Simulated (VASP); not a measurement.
A run of VASP 6.6.1 is set up as follows.

File INCAR:

```
PREC     = Accurate       # precision mode
ENCUT    = 500            # plane-wave cutoff, eV
EDIFF    = 1E-6           # SCF threshold, eV
ISMEAR   = 0              # smearing method
SIGMA    = 0.1            # smearing width, eV
LREAL    = F              # projectors in reciprocal space
LASPH    = T              # aspherical terms in the spheres
NELM     = 120            # most SCF steps
ALGO     = Normal         # electronic algorithm
ISIF     = 2              # what is computed and relaxed
LWAVE    = F              # write WAVECAR
LCHARG   = F              # write CHGCAR
GGA      = PE             # functional
NBANDS   = 13             # bands
GGA_COMPAT= F
```

KPOINTS

```
Automatic mesh
0
Gamma
  18 18 18
```

File POSCAR:

```
W
1.0
   -1.5917894885      1.5917894885      1.5917894885
    1.5917894885     -1.5917894885      1.5917894885
    1.5917894885      1.5917894885     -1.5917894885
W
1
Direct
    0.0000000000      0.0000000000      0.0000000000
```

Potentials or basis: VASP PAW PBE potentials, release 64 (W_sv).

Command:

```bash
$ cat potpaw_PBE.64/W_sv/POTCAR > POTCAR
$ mpirun -np 1 vasp_std > vasp.out
```

Question: Predict the pressure.

Answer: 0.5 GPa.

Question: Predict the band gap on the k mesh.

Answer: Zero (bands 7 and 8 overlap by 6.24 eV).

Caveat: spin-orbit coupling is left out, which moves the levels of the heavy elements.
